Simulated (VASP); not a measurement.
A run of VASP 6.6.1:

INCAR

```
  PREC = Accurate
  ENCUT = 520
  EDIFF = 1E-6
  ISMEAR = 0
  SIGMA = 0.15
  LREAL = F
  LASPH = T
  NELM = 100
  ALGO = Normal
  ISIF = 2
  LWAVE = F
  LCHARG = T
  GGA = PS
  IVDW = 12
  LELF = T
  LVHAR = T
  NBANDS = 12
```

KPOINTS

```
regular mesh
0
Gamma
  20 20 20
```

POSCAR

```
P
1.0
   -1.8221239577      2.7093794038      1.6019894932
    1.8221239577     -2.7093794038      1.6019894932
    1.8221239577      2.7093794038     -1.6019894932
P
2
Direct
    0.8033091100      0.0533091100      0.7500000000
    0.1966908900      0.9466908900      0.2500000000
```

Potentials or basis: VASP PAW PBE potentials, release 64 (P).

Command:

```sh
$ cat potpaw_PBE.64/P/POTCAR > POTCAR
$ mpirun -np 1 vasp_std > vasp.out
```

Hardware: 1 thread of Intel Xeon 8259CL (shared host).

Task: Estimate the wall time of this run.

Result: Run time: 7.7 min on 1 thread of Intel Xeon 8259CL, with other jobs on the host, peak memory 0.44 GiB. Counts: scf iterations 11, k points 1166.
